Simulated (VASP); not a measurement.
# Li2Si3 (P-3m1) in VASP: further runs

The runs below take Li2Si3 through single point, relaxation of cell and atoms, with PBE.

Program: VASP 6.6.1. These are calculated values, not measurements. Logs are shortened: lines on timing, memory, paths and dates and some standing lists are left out, and cuts for length are marked.

### Step 1. The cell of the first run

Symmetry: P-3m1, No. 164, trigonal system. Conventional cell: a = 4.069 Å, b = 4.069 Å, c = 5.033 Å, α = 90.00°, β = 90.00°, γ = 120.00°. Li (site symmetry 3m) has 8 Si at 2.46 to 2.60 Å and 3 Li at 2.76 Å within 3.2 Å. Si (site symmetry -3m) has 6 Li at 2.46 Å and 6 Si at 2.98 Å within 3.2 Å. Within 3.3 Å of Si (site symmetry 3m) lie 5 Li at 2.47 to 2.60 Å and 6 Si at 2.72 to 2.98 Å.

### Step 2. Single point, PBE

Contents of INCAR:

```
SYSTEM = Li2Si3
ALGO = Fast ; EDIFF = 1E-7
ENCUT = 520 ; GGA = PE
ISIF = 2 ; ISMEAR = 0
LASPH = .TRUE. ; LCHARG = .TRUE.
LELF = .TRUE. ; LREAL = .FALSE.
LVHAR = .TRUE. ; LWAVE = .FALSE.
NBANDS = 17 ; NELM = 80
PREC = Accurate ; SIGMA = 0.1
```

Contents of KPOINTS:

```
k-points
0
G
  6 6 6
  0 0 0
```

Contents of POSCAR:

```
Li2Si3
1.0
    4.0688007767      0.0000000000      0.0000000000
   -2.0344003884      3.5236848356      0.0000000000
    0.0000000000      0.0000000000      5.0331433910
Li Si
2 3
Direct
    0.3333333333      0.6666666667      0.1446163289
    0.6666666667      0.3333333333      0.8553836711
    0.0000000000      0.0000000000      0.0000000000
    0.3333333333      0.6666666667      0.6354729766
    0.6666666667      0.3333333333      0.3645270234
```

Potentials or basis: VASP PAW PBE potentials, release 64 (Li_sv, Si).

Run with:

```sh
$ cat potpaw_PBE.64/Li_sv/POTCAR potpaw_PBE.64/Si/POTCAR > POTCAR
$ mpirun -np 1 vasp_std > vasp.out
```

OUTCAR:

```text
SYSTEM = Li2Si3
   EDIFF = 1E-7
   ENCUT = 520
   GGA = PE
   ISIF = 2
   ISMEAR = 0
   LASPH = .TRUE.
   LREAL = .FALSE.
   NELM = 80
   PREC = Accurate

 ion  position               nearest neighbor table
   1  0.333  0.667  0.145-   3 2.46   3 2.46   3 2.46   4 2.47   4 2.56   5 2.60   5 2.60   5 2.60

   2  0.667  0.333  0.855-   3 2.46   3 2.46   3 2.46   5 2.47   5 2.56   4 2.60   4 2.60   4 2.60

   3  0.000  0.000  0.000-   1 2.46   2 2.46   2 2.46   1 2.46   2 2.46   1 2.46   4 2.98   5 2.98
                             5 2.98   4 2.98   4 2.98   5 2.98
   4  0.333  0.667  0.635-   1 2.47   1 2.56   2 2.60   2 2.60   2 2.60   5 2.72   5 2.72   5 2.72
                             3 2.98   3 2.98   3 2.98
   5  0.667  0.333  0.365-   2 2.47   2 2.56   1 2.60   1 2.60   1 2.60   4 2.72   4 2.72   4 2.72
                             3 2.98   3 2.98   3 2.98

  LATTYP: Found a hexagonal cell.
 ALAT       =     4.0688007767
 C/A-ratio  =     1.2370090519

  Lattice vectors:

 A1 = (   4.0688007767,   0.0000000000,   0.0000000000)
 A2 = (  -2.0344003884,   3.5236848356,   0.0000000000)
 A3 = (   0.0000000000,   0.0000000000,   5.0331433910)

Analysis of symmetry for initial positions (statically):
=====================================================================
 Subroutine PRICEL returns:
 Original cell was already a primitive cell.

 Routine SETGRP: Setting up the symmetry group for a
 hexagonal supercell.

 Subroutine GETGRP returns: Found 12 space group operations
 (whereof 12 operations were pure point group operations)
 out of a pool of 24 trial point group operations.

The static configuration has the point symmetry D_3d.

Analysis of symmetry for dynamics (positions and initial velocities):
=====================================================================
 Subroutine PRICEL returns:
 Original cell was already a primitive cell.

 Routine SETGRP: Setting up the symmetry group for a
 hexagonal supercell.

 Subroutine GETGRP returns: Found 12 space group operations
 (whereof 12 operations were pure point group operations)
 out of a pool of 24 trial point group operations.

The dynamic configuration has the point symmetry D_3d.

 Subroutine INISYM returns: Found 12 space group operations
 (whereof 12 operations are pure point group operations),
 and found     1 'primitive' translations

----------------------------------------------------------------------------------------

                                     Primitive cell

  volume of cell :      72.1610

  direct lattice vectors                    reciprocal lattice vectors
     4.068800777  0.000000000  0.000000000     0.245772662  0.141896913  0.000000000
    -2.034400388  3.523684836  0.000000000     0.000000000  0.283793826  0.000000000
     0.000000000  0.000000000  5.033143391     0.000000000  0.000000000  0.198682994

  length of vectors
     4.068800777  4.068800777  5.033143391     0.283793826  0.283793826  0.198682994

  position of ions in fractional coordinates (direct lattice)
     0.333333333  0.666666667  0.144616329
     0.666666667  0.333333333  0.855383671
     0.000000000  0.000000000  0.000000000
     0.333333333  0.666666667  0.635472977
     0.666666667  0.333333333  0.364527023

  ion indices of the primitive-cell ions
   primitive index   ion index
                 1           1
                 2           2
                 3           3
                 4           4
                 5           5

----------------------------------------------------------------------------------------

 KPOINTS: k-points

Automatic generation of k-mesh.
 Grid dimensions read from file:
 generate k-points for:    6    6    6

 Generating k-lattice:

  Cartesian coordinates                     Fractional coordinates (reciprocal lattice)
     0.040962110  0.023649485  0.000000000     0.166666667 -0.000000000  0.000000000
     0.000000000  0.047298971  0.000000000     0.000000000  0.166666667  0.000000000
     0.000000000  0.000000000  0.033113832     0.000000000  0.000000000  0.166666667

  Length of vectors
     0.047298971  0.047298971  0.033113832

  Shift w.r.t. Gamma in fractional coordinates (k-lattice)
     0.000000000  0.000000000  0.000000000

 Subroutine IBZKPT returns following result:
 ===========================================

 Found     34 irreducible k-points:

 Following reciprocal coordinates:
            Coordinates               Weight
  0.000000  0.000000  0.000000      1.000000
  0.166667  0.000000  0.000000      6.000000
  0.333333 -0.000000  0.000000      6.000000
  0.500000 -0.000000  0.000000      3.000000
  0.166667  0.166667  0.000000      6.000000
  0.333333  0.166667  0.000000     12.000000
[... 16 lines left out ...]
  0.500000 -0.000000  0.333333      6.000000
  0.166667  0.166667  0.333333     12.000000
 [... further k-points ...]
   k-points           NKPTS =     34   k-points in BZ     NKDIM =     34   number of bands    NBANDS=     17
   number of dos      NEDOS =    301   number of ions     NIONS =      5
   total plane-waves  NPLWV =  36000
   dimension x,y,z NGX =    30 NGY =   30 NGZ =   40
   dimension x,y,z NGXF=    60 NGYF=   60 NGZF=   80
   ions per type =               2   3
   NGX,Y,Z   is equivalent  to a cutoff of  12.26, 12.26, 13.21 a.u.
   NGXF,Y,Z  is equivalent  to a cutoff of  24.52, 24.52, 26.42 a.u.
 SYSTEM =  Li2Si3
   PREC   = accura    normal or accurate (medium, high low for compatibility)
   ISTART =      0    job   : 0-new  1-cont  2-samecut
   ICHARG =      2    charge: 1-file 2-atom 10-const
   ISPIN  =      1    spin polarized calculation?
   LNONCOLLINEAR =      F non collinear calculations
   LSORBIT =      F    spin-orbit coupling
   LASPH  =      T    aspherical Exc in radial PAW
   ENCUT  =  520.0 eV  38.22 Ry    6.18 a.u.   7.57  7.57  9.36*2*pi/ulx,y,z
   NELM   =     80;   NELMIN=  2; NELMDL= -5     # of ELM steps
   EDIFF  = 0.1E-06   stopping-criterion for ELM
   LREAL  =      F    real-space projection
   EDIFFG = 0.1E-05   stopping-criterion for IOM
   NSW    =      0    number of steps for IOM
   IBRION =     -1    ionic relax: 0-MD 1-quasi-New 2-CG
   NFREE  =      0    steps in history (QN), initial steepest desc. (CG)
   ISIF   =      2    stress and relaxation
   ISYM   =      2    0-nonsym 1-usesym 2-fastsym
   POTIM  = 0.5000    time-step for ionic-motion
   TEBEG  =    0.0;   TEEND  =   0.0 temperature during run
   PSTRESS=    0.0 pullay stress
   NELECT =      18.0000    total number of electrons
   NUPDOWN=      -1.0000    fix difference up-down
   EMIN   =  10.00;   EMAX   =-10.00  energy-range for DOS
   EFERMI =   0.00;   METHOD = LEGACY
   ISMEAR =     0;   SIGMA  =   0.10  broadening in eV -4-tet -1-fermi 0-gaus
   EFERMI_NEDOS =   21; number of points for ismear=-14 and -15
   IALGO  =     68    algorithm
   IMIX   =      4    mixing-type and parameters
     AMIX     =   0.40;   BMIX     =  1.00
     AMIX_MAG =   1.60;   BMIX_MAG =  1.00
  volume/ion in A,a.u.               =      14.43        97.39
  Fermi-wavevector in a.u.,A,eV,Ry     =   1.030540  1.947438 14.449552  1.062012
  Thomas-Fermi vector in A             =   2.164643
   LORBIT       =      0    0 simple, 1 ext, 2 COOP (PROOUT), +10 PAW based schemes
   GGA     = PE    functional components
   LHFCALC =     F    Hartree Fock is set to
   AEXX    =    0.0000 exact exchange contribution
   IVDW    =     0    specifies the selected vdW correction
   LEPSILON=     F    determine dielectric tensor
   LRPA    =     F    only Hartree local field effects (RPA)
 non-spin polarized calculation
 RMM-DIIS sequential band-by-band and
 Gauss-broadening in eV      SIGMA  =   0.10
  energy-cutoff  :      520.00
  volume of cell :       72.16
 maximum number of plane-waves:      1962
   NGX = 15   NGY = 15   NGZ = 19

 number of electron      18.0000000 magnetization

 Free energy of the ion-electron system (eV)
  ---------------------------------------------------
  ext. energy  EPLUGINS =         0.00000000
  ---------------------------------------------------
  free energy    TOTEN  =       -19.34556246 eV

  energy without entropy =      -19.34066851  energy(sigma->0) =      -19.34311548

 E-fermi :   6.3925     XC(G=0):  -9.9746

 val. band max:        6.3722504038   @ k =   0.0000   0.1667   0.3333
 cond. band min:       6.4316159278   @ k =   0.0000   0.0000   0.3333
 fundamental gap:      0.0593655240
 Fermi energy:         6.3924859785

 k-point     1 :       0.0000    0.0000    0.0000
  band No.  band energies     occupation
      1     -39.2963      2.00000
      2     -39.2625      2.00000
      3      -4.8118      2.00000
      4      -0.2830      2.00000
      5       0.4293      2.00000
      6       5.1556      2.00000
[... 9 lines left out ...]
     16      11.2277      0.00000
     17      12.6062      0.00000

 k-point     2 :       0.1667    0.0000    0.0000
  band No.  band energies     occupation
      1     -39.2943      2.00000
      2     -39.2644      2.00000
      3      -4.5357      2.00000
      4      -0.1756      2.00000
      5       0.4851      2.00000
      6       3.2604      2.00000
[... 9 lines left out ...]
     16      10.9014      0.00000
     17      12.4614      0.00000

 k-point     3 :       0.3333   -0.0000    0.0000
  band No.  band energies     occupation
      1     -39.2888      2.00000
      2     -39.2693      2.00000
      3      -3.7157      2.00000
      4      -0.8048      2.00000
      5       0.7214      2.00000
      6       2.6019      2.00000
[... 9 lines left out ...]
     16      12.9722      0.00000
     17      13.8156      0.00000

 k-point     4 :       0.5000   -0.0000    0.0000
  band No.  band energies     occupation
      1     -39.2845      2.00000
      2     -39.2733      2.00000
      3      -2.4042      2.00000
      4      -2.3859      2.00000
      5       1.1962      2.00000
      6       2.7485      2.00000
[... 9 lines left out ...]
     16      15.0097      0.00000
     17      15.4540      0.00000

 k-point     5 :       0.1667    0.1667    0.0000
  band No.  band energies     occupation
      1     -39.2904      2.00000
      2     -39.2678      2.00000
      3      -3.9870      2.00000
      4      -0.1596      2.00000
      5       0.2350      2.00000
      6       2.6058      2.00000
[... 9 lines left out ...]
     16      11.3019      0.00000
     17      14.0019      0.00000

 k-point     6 :       0.3333    0.1667    0.0000
  band No.  band energies     occupation
      1     -39.2845      2.00000
      2     -39.2732      2.00000
      3      -2.9089      2.00000
      4      -1.3910      2.00000
      5       0.0234      2.00000
      6       2.7145      2.00000
[... 9 lines left out ...]
     16      13.8872      0.00000
     17      14.7841      0.00000
[... 281 lines left out ...]
 k-point    21 :       0.3333   -0.0000    0.3333
  band No.  band energies     occupation
      1     -39.2886      2.00000
      2     -39.2694      2.00000
      3      -3.3064      2.00000
      4      -1.5882      2.00000
      5       0.1044      2.00000
      6       3.0141      2.00000
[... 9 lines left out ...]
     16      12.4973      0.00000
     17      13.3764      0.00000

 k-point    22 :       0.0000    0.3333    0.3333
  band No.  band energies     occupation
      1     -39.2887      2.00000
      2     -39.2693      2.00000
      3      -3.2141      2.00000
      4      -1.9785      2.00000
      5       1.3011      2.00000
      6       1.8678      2.00000
[... 9 lines left out ...]
     16      13.4450      0.00000
     17      13.6510      0.00000

 k-point    23 :       0.5000   -0.0000    0.3333
  band No.  band energies     occupation
      1     -39.2843      2.00000
      2     -39.2733      2.00000
      3      -2.3367      2.00000
      4      -1.7994      2.00000
      5      -0.3560      2.00000
      6       1.5726      2.00000
[... 9 lines left out ...]
     16      14.0712      0.00000
     17      14.9219      0.00000

 k-point    24 :       0.1667    0.1667    0.3333
  band No.  band energies     occupation
      1     -39.2903      2.00000
      2     -39.2679      2.00000
      3      -3.5188      2.00000
      4      -1.9411      2.00000
      5       1.2374      2.00000
      6       2.7695      2.00000
[... 9 lines left out ...]
     16      12.4140      0.00000
     17      12.9576      0.00000

 [... further k-points ...]
[... 5 lines left out ...]
  --------------------------------------------------------------------------------------
  -------------------------------------------------------------------------------------
  Total        0.0559672      0.0559672     -0.0890405     -0.0000000     -0.0000000     -0.0000000
  in kB        1.2426278      1.2426278     -1.9769480     -0.0000000     -0.0000000     -0.0000000
  external PRESSURE =       0.1694359 kB  Pullay stress =       0.0000000 kB

 VOLUME and BASIS-vectors are now :
 -----------------------------------------------------------------------------
  energy-cutoff  :      520.00
  volume of cell :       72.16
      direct lattice vectors                 reciprocal lattice vectors
     4.068800777  0.000000000  0.000000000     0.245772662  0.141896913  0.000000000
    -2.034400388  3.523684836  0.000000000     0.000000000  0.283793826  0.000000000
     0.000000000  0.000000000  5.033143391     0.000000000  0.000000000  0.198682994

 POSITION                                       TOTAL-FORCE (eV/Angst)
 -----------------------------------------------------------------------------------
     -0.00000      2.34912      0.72787        -0.000000     -0.000000      0.008947
      2.03440      1.17456      4.30527         0.000000      0.000000     -0.008947
      0.00000      0.00000      0.00000        -0.000000      0.000000      0.000000
     -0.00000      2.34912      3.19843        -0.000000      0.000000     -0.042044
      2.03440      1.17456      1.83472         0.000000     -0.000000      0.042044
 -----------------------------------------------------------------------------------
    total drift:                               -0.000000      0.000000     -0.000000

  FREE ENERGIE OF THE ION-ELECTRON SYSTEM (eV)
  ---------------------------------------------------
  free  energy   TOTEN  =       -19.3455624593 eV

  energy  without entropy=      -19.3406685092  energy(sigma->0) =      -19.34311548
```

It took 2 min on 1 thread of Oxide Virtual Turin-like, shared host; peak memory 0.16 GiB.

What came out:

| Property | Result |
| --- | --- |
| Free energy | -19.3456 eV |
| Largest force | 0.042 eV/Å |
| Band gap on the k mesh | zero (bands 9 and 10 overlap by 3.51 eV) |

Forces on the atoms (eV/Å):
```
Li   0.000  0.000  0.009
Li   0.000  0.000 -0.009
Si   0.000  0.000  0.000
Si   0.000  0.000 -0.042
Si   0.000  0.000  0.042
```

Caveat: the cutoff is under 1.25 times the usual one of these potentials, so pressure, stress and relaxed cells hold a basis-set (Pulay) error.

### Step 3. Single point, PBE

Contents of INCAR:

```
SYSTEM = Li2Si3
PREC = Accurate
ENCUT = 520
EDIFF = 1E-6
ISMEAR = 0
SIGMA = 0.1
LREAL = .FALSE.
LASPH = .TRUE.
NELM = 60
ALGO = Fast
ISIF = 2
LWAVE = .FALSE.
LCHARG = .TRUE.
GGA = PE
LELF = .TRUE.
LVHAR = .TRUE.
NBANDS = 17
```

Contents of KPOINTS:

```
Automatic mesh
0
G
  12 12 8
  0 0 0
```

POSCAR is that of step 2.

Potentials or basis: VASP PAW PBE potentials, release 64 (Li_sv, Si).

Run with:

```sh
$ cat potpaw_PBE.64/Li_sv/POTCAR potpaw_PBE.64/Si/POTCAR > POTCAR
$ mpirun -np 1 vasp_std > vasp.out
```

It took 4.9 min on 1 thread of Oxide Virtual Turin-like, shared host; peak memory 0.23 GiB.

It converged, with:

```yaml
Free_energy: -19.3200 eV
Largest_force: 0.006 eV/Å
Band_gap_on_the_k_mesh: zero (bands 9 and 10 overlap by 3.49 eV)
```

Forces in eV/Å, atoms in the order of the input:
```
Li   0.000  0.000  0.005
Li   0.000  0.000 -0.005
Si   0.000  0.000  0.000
Si   0.000  0.000  0.006
Si   0.000  0.000 -0.006
```

Levels at points of the mesh, in eV from the Fermi level:
| k point | band 7 | band 8 | band 9 | band 10 | band 11 | band 12 |
| --- | --- | --- | --- | --- | --- | --- |
| (0.00, 0.00, 0.00) | -1.12 | -0.56 | -0.56 | 0.92 | 1.31 | 3.99 |
| (0.50, 0.00, 0.00) | -3.40 | -3.04 | -1.90 | 1.37 | 1.98 | 2.27 |
| (0.00, 0.00, 0.50) | -0.64 | -0.63 | 0.22 | 0.22 | 1.11 | 1.11 |
| (0.50, 0.00, 0.50) | -2.16 | -1.98 | -0.81 | -0.70 | 3.15 | 4.21 |

Caveat: the cutoff is under 1.25 times the usual one of these potentials, so pressure, stress and relaxed cells hold a basis-set (Pulay) error.

[end of part 1 of 2]

The gap in the log of VASP goes by the Fermi energy; the results here count the filled bands.